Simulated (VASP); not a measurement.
Si, 2 atoms in the cell. The typed cell holds 2 atoms: a = 3.607 Å, b = 3.607 Å, c = 3.607 Å, α = 97.80°, β = 97.80°, γ = 136.76°.  This cell differs from its parent crystal: atom 1 (Si) moved by (-0.300, -0.600) A along [1 1 0] and z.

- Program: VASP 6.6.1
- Task: single point
- Functional: PBE
- Potentials or basis: VASP PAW PBE potentials, release 64 (Si)
- Cutoff: 520 eV
- k mesh: 20 × 20 × 20
- Occupations: gaussian, width 0.15 eV
- Spin: no spin polarisation
- Dipole correction: no
- Further INCAR settings: ALGO = Normal; EDIFF = 1e-06; NBANDS = 11

Potentials or basis: VASP PAW PBE potentials, release 64 (Si).

Command:

```console
$ cat potpaw_PBE.64/Si/POTCAR > POTCAR
$ mpirun -np 1 vasp_std > vasp.out
```

Hardware: 1 thread of Intel Xeon 8259CL, on a shared host.

Q: Estimate the wall time of this run.

A: Run time: 22 min on 1 thread of Intel Xeon 8259CL (shared host), peak memory 1 GiB. Counts: scf iterations 11, k points 4004.
